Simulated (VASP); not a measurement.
Input of a VASP 6.6.1 run:

Contents of INCAR:

```
PREC     = Accurate       # precision mode
ENCUT    = 600            # plane-wave cutoff, eV
EDIFF    = 1E-6           # SCF threshold, eV
ISMEAR   = 0              # smearing method
SIGMA    = 0.1            # smearing width, eV
LREAL    = F              # projectors in reciprocal space
LASPH    = T              # aspherical terms in the spheres
NELM     = 80             # most SCF steps
ALGO     = Normal         # electronic algorithm
ISIF     = 3              # what is computed and relaxed
LWAVE    = F              # write WAVECAR
LCHARG   = F              # write CHGCAR
GGA      = PE             # functional
IBRION   = 2              # ionic algorithm
NSW      = 90             # ionic steps
EDIFFG   = -0.04          # ionic threshold
```

The input KPOINTS:

```
Automatic mesh
0
Gamma
  4 4 4
```

File POSCAR:

```
CdS
1.0
   -3.8285264100      3.8285264100      3.8285264100
    3.8285264100     -3.8285264100      3.8285264100
    3.8285264100      3.8285264100     -3.8285264100
Cd S
4 4
Direct
    0.3171980400      0.3171980400      0.3171980400
    0.0000000000      0.0000000000      0.6828019600
    0.0000000000      0.6828019600      0.0000000000
    0.6828019600      0.0000000000      0.0000000000
    0.6828019600      0.6828019600      0.6828019600
    0.0000000000      0.0000000000      0.3171980400
    0.0000000000      0.3171980400      0.0000000000
    0.3171980400      0.0000000000      0.0000000000
```

Potentials or basis: VASP PAW PBE potentials, release 64 (Cd, S).

Run with:

```sh
$ cat potpaw_PBE.64/Cd/POTCAR potpaw_PBE.64/S/POTCAR > POTCAR
$ mpirun -np 1 vasp_std > vasp.out
```

(1) Estimate the relaxed cell.

(2) Estimate the space group after relaxing (to 0.1 Å).

(3) Estimate the relaxed volume.

Results:

(1) a = 7.015 Å, b = 7.015 Å, c = 7.015 Å, α = 109.47°, β = 109.47°, γ = 109.47°.

(2) I-43m (No. 217).

(3) 33.22 Å³/atom.

Caveat: the volume moved by over 15 % at a fixed basis, so the end points are rough.
